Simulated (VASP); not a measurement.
**Cd: single point with PBEsol**

Crystal: Cd.

```xyz
4
Lattice="2.9699 0.0000 0.0000 -1.4850 2.5720 0.0000 0.0000 0.0000 10.6413" Properties=species:S:1:pos:R:3 pbc="T T T"
Cd    0.0000    0.0000    0.0000
Cd    0.0000    1.7147    2.6603
Cd    0.0000    0.0000    5.3207
Cd    1.4850    0.8573    7.9810
```

This cell differs from its parent crystal: strained.

```json
{"Program": "VASP 6.6.1", "Task": "single point", "Functional": "PBEsol", "Potentials or basis": "VASP PAW PBE potentials, release 64 (Cd)", "Cutoff": "520 eV", "k mesh": "15 × 15 × 4", "Occupations": "gaussian, width 0.1 eV", "Spin": "no spin polarisation"}
```

```yaml
Pressure: 2.3 GPa
Band_gap_on_the_k_mesh: zero (band 24 reaches 4.90 eV, above the bottom of band 25 at 0.84 eV)
```

Stress tensor (GPa, compression positive):
```
1.70 0.00 0.00
0.00 1.70 0.00
0.00 0.00 3.45
```

Levels at points of the mesh, in eV from the Fermi level:
| k point | band 20 | band 21 | band 22 | band 23 | band 24 | band 25 | band 26 | band 27 | band 28 | band 29 |
| --- | --- | --- | --- | --- | --- | --- | --- | --- | --- | --- |
| (0.00, 0.00, 0.00) | -8.48 | -8.48 | -7.71 | -7.71 | -3.20 | -2.44 | 4.72 | 4.72 | 12.27 | 14.08 |
| (0.00, 0.00, 0.50) | -8.54 | -8.54 | -8.54 | -5.65 | -5.65 | 0.68 | 0.68 | 9.11 | 9.11 | 14.26 |

Run time: 110 s on 1 thread of Intel Xeon 6975P-C, on a shared host, peak memory 0.3 GiB.

Caveat: the cell differs from its parent crystal (strained); the PAW data sets were made with another functional, which shifts forces and pressure a little.
